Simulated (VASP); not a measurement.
# Sb (Cmme) in VASP: single point with PBE

Aim: the single point of Sb with PBE.

All numbers are computed with VASP 6.6.1; they aren't measurements. Logs are shortened: lines on timing, memory, paths and dates and some standing lists are left out, and cuts for length are marked.

## Step 1: The cell of the first run

The typed cell holds 2 atoms: a = 3.793 Å, b = 3.793 Å, c = 3.780 Å, α = 90.00°, β = 90.00°, γ = 90.03°.

The cell was generated, and may not be a known phase.

## Step 2: Single point, PBE

INCAR

```
ALGO     = Normal         # electronic algorithm
EDIFF    = 1E-6           # SCF threshold, eV
ENCUT    = 520            # plane-wave cutoff, eV
GGA      = PE             # functional
ISIF     = 2              # what is computed and relaxed
ISMEAR   = 0              # smearing method
LASPH    = True           # aspherical terms in the spheres
LCHARG   = True           # write CHGCAR
LELF     = True           # ELF
LREAL    = False          # projectors in reciprocal space
LVHAR    = True         
LWAVE    = False          # write WAVECAR
NBANDS   = 12             # bands
NELM     = 60             # most SCF steps
PREC     = Accurate       # precision mode
SIGMA    = 0.1            # smearing width, eV
```

KPOINTS

```
k-points
0
Gamma
  16 16 12
```

POSCAR

```
Sb
1.0
    2.6811991985     -2.6828078555      0.0000000000
    2.6811991985      2.6828078555      0.0000000000
    0.0000000000      0.0000000000      3.7804851726
Sb
2
Direct
    0.7500000000      0.2500000000      0.7501127695
    0.2500000000      0.7500000000      0.2498872305
```

Potentials or basis: VASP PAW PBE potentials, release 64 (Sb).

Run with:

```sh
$ cat potpaw_PBE.64/Sb/POTCAR > POTCAR
$ mpirun -np 1 vasp_std > vasp.out
```

OUTCAR:

```text
EDIFF = 1E-6
   ENCUT = 520
   GGA = PE
   ISIF = 2
   ISMEAR = 0
   LASPH = True
   LREAL = False
   NELM = 60
   PREC = Accurate

 ion  position               nearest neighbor table
   1  0.750  0.250  0.750-   2 3.28   2 3.28   2 3.28   2 3.28   2 3.28   2 3.28   2 3.28   2 3.28

   2  0.250  0.750  0.250-   1 3.28   1 3.28   1 3.28   1 3.28   1 3.28   1 3.28   1 3.28   1 3.28

  LATTYP: Found a base centered orthorhombic cell.
 ALAT       =     5.3623983970
 B/A-ratio  =     1.0005999767
 C/A-ratio  =     0.7049989375

  Lattice vectors:

 A1 = (   2.6811991985,  -2.6828078555,   0.0000000000)
 A2 = (   2.6811991985,   2.6828078555,   0.0000000000)
 A3 = (   0.0000000000,   0.0000000000,   3.7804851726)

Analysis of symmetry for initial positions (statically):
=====================================================================
 Subroutine PRICEL returns:
 Original cell was already a primitive cell.

 Routine SETGRP: Setting up the symmetry group for a
 base centered orthorhombic supercell.

 Subroutine GETGRP returns: Found  8 space group operations
 (whereof  4 operations were pure point group operations)
 out of a pool of  8 trial point group operations.

The static configuration has the point symmetry C_2h.
 The point group associated with its full space group is D_2h.

Analysis of symmetry for dynamics (positions and initial velocities):
=====================================================================
 Subroutine PRICEL returns:
 Original cell was already a primitive cell.

 Routine SETGRP: Setting up the symmetry group for a
 base centered orthorhombic supercell.

 Subroutine GETGRP returns: Found  8 space group operations
 (whereof  4 operations were pure point group operations)
 out of a pool of  8 trial point group operations.

The dynamic configuration has the point symmetry C_2h.
 The point group associated with its full space group is D_2h.

 Subroutine INISYM returns: Found  8 space group operations
 (whereof  4 operations are pure point group operations),
 and found     1 'primitive' translations

----------------------------------------------------------------------------------------

                                     Primitive cell

  volume of cell :      54.3871

  direct lattice vectors                    reciprocal lattice vectors
     2.681199198 -2.682807856  0.000000000     0.186483720 -0.186371901  0.000000000
     2.681199198  2.682807856  0.000000000     0.186483720  0.186371901  0.000000000
     0.000000000  0.000000000  3.780485173     0.000000000  0.000000000  0.264516313

  length of vectors
     3.792925933  3.792925933  3.780485173     0.263648750  0.263648750  0.264516313

  position of ions in fractional coordinates (direct lattice)
     0.750000000  0.250000000  0.750112769
     0.250000000  0.750000000  0.249887231

  ion indices of the primitive-cell ions
   primitive index   ion index
                 1           1
                 2           2

----------------------------------------------------------------------------------------

 KPOINTS: k-points

Automatic generation of k-mesh.
 Grid dimensions read from file:
 generate k-points for:   16   16   12

 Generating k-lattice:

  Cartesian coordinates                     Fractional coordinates (reciprocal lattice)
     0.011655232 -0.011648244  0.000000000     0.062500000  0.000000000  0.000000000
     0.011655232  0.011648244  0.000000000     0.000000000  0.062500000  0.000000000
     0.000000000  0.000000000  0.022043026     0.000000000  0.000000000  0.083333333

  Length of vectors
     0.016478047  0.016478047  0.022043026

  Shift w.r.t. Gamma in fractional coordinates (k-lattice)
     0.000000000  0.000000000  0.000000000

 Subroutine IBZKPT returns following result:
 ===========================================

 Found    511 irreducible k-points:

 Following reciprocal coordinates:
            Coordinates               Weight
  0.000000  0.000000  0.000000      1.000000
  0.062500 -0.000000  0.000000      4.000000
  0.125000 -0.000000  0.000000      4.000000
  0.187500  0.000000  0.000000      4.000000
  0.250000 -0.000000  0.000000      4.000000
  0.312500  0.000000  0.000000      4.000000
[... 16 lines left out ...]
 -0.125000  0.062500  0.000000      4.000000
 -0.062500  0.062500  0.000000      2.000000
 [... further k-points ...]
   k-points           NKPTS =    511   k-points in BZ     NKDIM =    511   number of bands    NBANDS=     12
   number of dos      NEDOS =    301   number of ions     NIONS =      2
   total plane-waves  NPLWV =  21952
   dimension x,y,z NGX =    28 NGY =   28 NGZ =   28
   dimension x,y,z NGXF=    56 NGYF=   56 NGZF=   56
   ions per type =               2
   NGX,Y,Z   is equivalent  to a cutoff of  12.27, 12.27, 12.31 a.u.
   NGXF,Y,Z  is equivalent  to a cutoff of  24.55, 24.55, 24.63 a.u.
 SYSTEM =  unknown system
   PREC   = accura    normal or accurate (medium, high low for compatibility)
   ISTART =      0    job   : 0-new  1-cont  2-samecut
   ICHARG =      2    charge: 1-file 2-atom 10-const
   ISPIN  =      1    spin polarized calculation?
   LNONCOLLINEAR =      F non collinear calculations
   LSORBIT =      F    spin-orbit coupling
   LASPH  =      T    aspherical Exc in radial PAW
   ENCUT  =  520.0 eV  38.22 Ry    6.18 a.u.   7.05  7.05  7.03*2*pi/ulx,y,z
   NELM   =     60;   NELMIN=  2; NELMDL= -5     # of ELM steps
   EDIFF  = 0.1E-05   stopping-criterion for ELM
   LREAL  =      F    real-space projection
   EDIFFG = 0.1E-04   stopping-criterion for IOM
   NSW    =      0    number of steps for IOM
   IBRION =     -1    ionic relax: 0-MD 1-quasi-New 2-CG
   NFREE  =      0    steps in history (QN), initial steepest desc. (CG)
   ISIF   =      2    stress and relaxation
   ISYM   =      2    0-nonsym 1-usesym 2-fastsym
   POTIM  = 0.5000    time-step for ionic-motion
   TEBEG  =    0.0;   TEEND  =   0.0 temperature during run
   PSTRESS=    0.0 pullay stress
   NELECT =      10.0000    total number of electrons
   NUPDOWN=      -1.0000    fix difference up-down
   EMIN   =  10.00;   EMAX   =-10.00  energy-range for DOS
   EFERMI =   0.00;   METHOD = LEGACY
   ISMEAR =     0;   SIGMA  =   0.10  broadening in eV -4-tet -1-fermi 0-gaus
   EFERMI_NEDOS =   21; number of points for ismear=-14 and -15
   IALGO  =     38    algorithm
   IMIX   =      4    mixing-type and parameters
     AMIX     =   0.40;   BMIX     =  1.00
     AMIX_MAG =   1.60;   BMIX_MAG =  1.00
  volume/ion in A,a.u.               =      27.19       183.51
  Fermi-wavevector in a.u.,A,eV,Ry     =   0.930914  1.759172 11.790814  0.866600
  Thomas-Fermi vector in A             =   2.057352
   LORBIT       =      0    0 simple, 1 ext, 2 COOP (PROOUT), +10 PAW based schemes
   GGA     = PE    functional components
   LHFCALC =     F    Hartree Fock is set to
   AEXX    =    0.0000 exact exchange contribution
   IVDW    =     0    specifies the selected vdW correction
   LEPSILON=     F    determine dielectric tensor
   LRPA    =     F    only Hartree local field effects (RPA)
 non-spin polarized calculation
 Gauss-broadening in eV      SIGMA  =   0.10
  energy-cutoff  :      520.00
  volume of cell :       54.39
 maximum number of plane-waves:      1484
   NGX = 15   NGY = 15   NGZ = 15

 number of electron      10.0000000 magnetization

 number of electron       9.9999998 magnetization

 Free energy of the ion-electron system (eV)
  ---------------------------------------------------
  ext. energy  EPLUGINS =         0.00000000
  ---------------------------------------------------
  free energy    TOTEN  =        -7.82061564 eV

  energy without entropy =       -7.81418105  energy(sigma->0) =       -7.81739835

 E-fermi :   8.3061     XC(G=0): -10.1870

 val. band max:        8.3039516430   @ k =  -0.4375   0.0625   0.0000
 cond. band min:       8.3061551859   @ k =   0.3125   0.1875   0.4167
 fundamental gap:      0.0022035429
 Fermi energy:         8.3060549445

 k-point     1 :       0.0000    0.0000    0.0000
  band No.  band energies     occupation
      1      -4.4452      2.00000
      2       2.6809      2.00000
      3       6.3253      2.00000
      4       6.3316      2.00000
      5       6.3848      2.00000
      6      11.3025      0.00000
      7      11.3275      0.00000
      8      13.7209      0.00000
      9      13.7309      0.00000
     10      13.7393      0.00000
     11      18.7980      0.00000
     12      18.8443      0.00000

 k-point     2 :       0.0625   -0.0000    0.0000
  band No.  band energies     occupation
      1      -4.4048      2.00000
      2       2.5425      2.00000
      3       6.3038      2.00000
      4       6.3724      2.00000
      5       6.4286      2.00000
      6      11.3561      0.00000
      7      11.5822      0.00000
      8      13.4946      0.00000
      9      13.5802      0.00000
     10      13.5965      0.00000
     11      18.6321      0.00000
     12      18.6768      0.00000

 k-point     3 :       0.1250   -0.0000    0.0000
  band No.  band energies     occupation
      1      -4.2836      2.00000
      2       2.1499      2.00000
      3       6.2848      2.00000
      4       6.5036      2.00000
      5       6.5598      2.00000
      6      11.4624      0.00000
      7      12.3234      0.00000
      8      12.9003      0.00000
      9      13.1716      0.00000
     10      13.1955      0.00000
     11      18.2607      0.00000
     12      18.4589      0.00000
[... 286 lines left out ...]
 k-point    23 :      -0.1250    0.0625    0.0000
  band No.  band energies     occupation
      1      -4.2434      2.00000
      2       2.0818      2.00000
      3       5.8582      2.00000
      4       6.6027      2.00000
      5       6.9017      2.00000
      6      11.6688      0.00000
      7      12.3641      0.00000
      8      12.4012      0.00000
      9      13.1078      0.00000
     10      13.4365      0.00000
     11      17.8627      0.00000
     12      18.0173      0.00000

 k-point    24 :      -0.0625    0.0625    0.0000
  band No.  band energies     occupation
      1      -4.3644      2.00000
      2       2.4265      2.00000
      3       6.0517      2.00000
      4       6.4722      2.00000
      5       6.6295      2.00000
      6      11.5194      0.00000
      7      11.7188      0.00000
      8      13.0665      0.00000
      9      13.4706      0.00000
     10      13.6659      0.00000
     11      18.3073      0.00000
     12      18.3156      0.00000

 [... further k-points ...]

------------------------ aborting loop because EDIFF is reached ----------------------------------------

  FORCE on cell =-STRESS in cart. coord.  units (eV):
  Direction    XX          YY          ZZ          XY          YZ          ZX
  --------------------------------------------------------------------------------------
  -------------------------------------------------------------------------------------
  Total       -0.0374335     -0.0469239     -0.0627230      0.0000000      0.0000000      0.0000000
  in kB       -1.1027440     -1.3823194     -1.8477416      0.0000000      0.0000000      0.0000000
  external PRESSURE =      -1.4442683 kB  Pullay stress =       0.0000000 kB

 VOLUME and BASIS-vectors are now :
 -----------------------------------------------------------------------------
  energy-cutoff  :      520.00
  volume of cell :       54.39
      direct lattice vectors                 reciprocal lattice vectors
     2.681199198 -2.682807856  0.000000000     0.186483720 -0.186371901  0.000000000
     2.681199198  2.682807856  0.000000000     0.186483720  0.186371901  0.000000000
     0.000000000  0.000000000  3.780485173     0.000000000  0.000000000  0.264516313

 POSITION                                       TOTAL-FORCE (eV/Angst)
 -----------------------------------------------------------------------------------
      2.68120     -1.34140      2.83579         0.000000      0.000000     -0.000374
      2.68120      1.34140      0.94469         0.000000      0.000000      0.000374
 -----------------------------------------------------------------------------------
    total drift:                                0.000000      0.000000     -0.000000

  FREE ENERGIE OF THE ION-ELECTRON SYSTEM (eV)
  ---------------------------------------------------
  free  energy   TOTEN  =        -7.8206156387 eV

  energy  without entropy=       -7.8141810526  energy(sigma->0) =       -7.81739835
```

Wall time 75 s (1 thread of Intel Xeon 6975P-C (Granite Rapids), shared host); peak memory 0.38 GiB.

What came out:

```yaml
Free_energy: -7.8206 eV
Pressure: -0.1 GPa
Band_gap_on_the_k_mesh: zero (bands 5 and 6 overlap by 4.41 eV)
```

Caveat: spin-orbit coupling is left out, which moves the levels of the heavy elements.
